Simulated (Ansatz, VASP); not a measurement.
## BP in VASP and in Ansatz

```
CELL_PARAMETERS angstrom
0.00000 2.33681 2.20018
2.20018 0.00000 2.20018
2.20018 2.33681 0.00000
ATOMIC_POSITIONS crystal
B 0.00000 0.00000 0.00000
P 0.75000 0.75000 0.75000
```

Alike in both runs: task single point; functional PBEsol; k mesh 12 × 12 × 12; occupations gaussian, width 0.05 eV; no spin polarisation.

|  | VASP | Ansatz |
| --- | --- | --- |
| version | VASP 6.6.1 | Ansatz 0.2.0 |
| potentials or method | VASP PAW PBE potentials, release 64 (B, P), cutoff 520 eV | scalar-relativistic, plane waves, PAW |
| valence electrons in the cell | 8 | 8 |

```tsv
	VASP	Ansatz	Ansatz less VASP
gap on the k mesh at the Fermi level (eV)	0.62	0.63	+0.005
least direct gap on the mesh (eV)	3.10	3.11	+0.008
pressure (GPa)	3.6	3.5	-0.12
traceless stress, the component that is largest in VASP (GPa)	-11.75	-11.75	-0.001
```

VASP's potentials were made for PBE, not for PBEsol.
